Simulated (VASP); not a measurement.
Set up this calculation in VASP 6.6.1, as the native input.

- Task: single point
- Functional: PBE
- Potentials or basis: VASP PAW PBE potentials, release 64 (Al, Ga_d, P)
- Cutoff: 520 eV
- k mesh: 8 × 8 × 8
- Occupations: gaussian, width 0.02 eV
- Spin: no spin polarisation
- Dipole correction: no
- Further INCAR settings: ALGO = Normal; EDIFF = 1e-06; NBANDS = 41

The structure of AlGa3P4 lies in POSCAR:

```
AlGa3P4
1.0
   -2.7536303004      2.7536303004      5.5070789211
    2.7536303004     -2.7536303004      5.5070789211
    2.7536303004      2.7536303004     -5.5070789211
Al Ga P
1 3 4
Direct
    0.0000000000      0.0000000000      0.0000000000
    0.7500000000      0.2500000000      0.5000000000
    0.5000000000      0.5000000000      0.0000000000
    0.2500000000      0.7500000000      0.5000000000
    0.3743506486      0.3743506486      0.4992189821
    0.1248683335      0.6256493514      0.0000000000
    0.8751316665      0.8751316665      0.5007810179
    0.6256493514      0.1248683335      0.0000000000
```

The input as run:

INCAR

```
SYSTEM = AlGa3P4
  PREC = Accurate
  ENCUT = 520
  EDIFF = 1E-6
  ISMEAR = 0
  SIGMA = 0.02
  LREAL = .FALSE.
  LASPH = .TRUE.
  NELM = 60
  ALGO = Normal
  ISIF = 2
  LWAVE = .FALSE.
  LCHARG = .FALSE.
  GGA = PE
  NBANDS = 41
```

KPOINTS

```
regular mesh
0
G
  8 8 8
  0 0 0
```

Potentials or basis: VASP PAW PBE potentials, release 64 (Al, Ga_d, P).

The run is started by

```sh
$ cat potpaw_PBE.64/Al/POTCAR potpaw_PBE.64/Ga_d/POTCAR potpaw_PBE.64/P/POTCAR > POTCAR
$ mpirun -np 1 vasp_std > vasp.out
```

Results of the run:

```yaml
Pressure: 0.0 GPa
Largest_force: 0.005 eV/Å
Band_gap_on_the_k_mesh: 1.63 eV (least direct gap 1.71 eV)
```

Wall time 18 min on 1 thread of Intel Xeon 8259CL, with other jobs on the host, peak memory 0.56 GiB.
